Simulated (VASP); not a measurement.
Set up this calculation in VASP 6.6.1, as the native input.

* Task: relaxation of cell and atoms
* Functional: PBE
* Potentials or basis: VASP PAW PBE potentials, release 64 (C)
* Cutoff: 600 eV
* k mesh: 22 × 22 × 12
* Occupations: fermi-dirac, width 0.1 eV
* Spin: no spin polarisation
* Target pressure: 21 GPa
* Dipole correction: no
* Further INCAR settings: ALGO = Normal; EDIFF = 1e-07; IBRION = 2; EDIFFG = -0.005; NSW = 60; ISIF = 3

The structure of C lies in POSCAR:

```
C
1.0
    2.1027196296      0.0000000000      0.0000000000
   -1.0513598148      1.8210086163      0.0000000000
    0.0000000000      0.0000000000      3.4064058000
C
2
Direct
    0.3333333333      0.6666666667      0.2500000000
    0.6666666667      0.3333333333      0.7500000000
```

One way to write it, as run:

INCAR

```
PREC = Accurate
ENCUT = 600
EDIFF = 1E-7
ISMEAR = -1
SIGMA = 0.1
LREAL = False
LASPH = True
NELM = 60
ALGO = Normal
ISIF = 3
LWAVE = False
LCHARG = False
GGA = PE
IBRION = 2
NSW = 60
EDIFFG = -0.005
PSTRESS = 210.0
```

KPOINTS

```
regular mesh
0
Gamma
  22 22 12
```

Potentials or basis: VASP PAW PBE potentials, release 64 (C).

Command:

```sh
$ cat potpaw_PBE.64/C/POTCAR > POTCAR
$ mpirun -np 1 vasp_std > vasp.out
```

It gave:

The relaxed volume is 5.67 Å³/atom. The relaxed cell is a = 2.433 Å, b = 2.433 Å, c = 2.211 Å, α = 90.00°, β = 90.00°, γ = 120.00°. The space group after relaxing (to 0.05 Å) is P6_3/mmc (No. 194) and the energy change on relaxing (the enthalpy is what falls) is -1219.9 meV/atom. The ionic steps are 21, the pressure after relaxing is 21.1 GPa and the band gap on the k mesh is zero (band 4 reaches 14.50 eV, above the bottom of band 5 at 5.41 eV).

Caveat: the cell is relaxed towards a set pressure, so the enthalpy falls and the energy may rise.

Run time: 4.8 min on 1 thread of AMD EPYC 7R43 64-Core Processor (Zen 3) (shared host), peak memory 0.12 GiB.
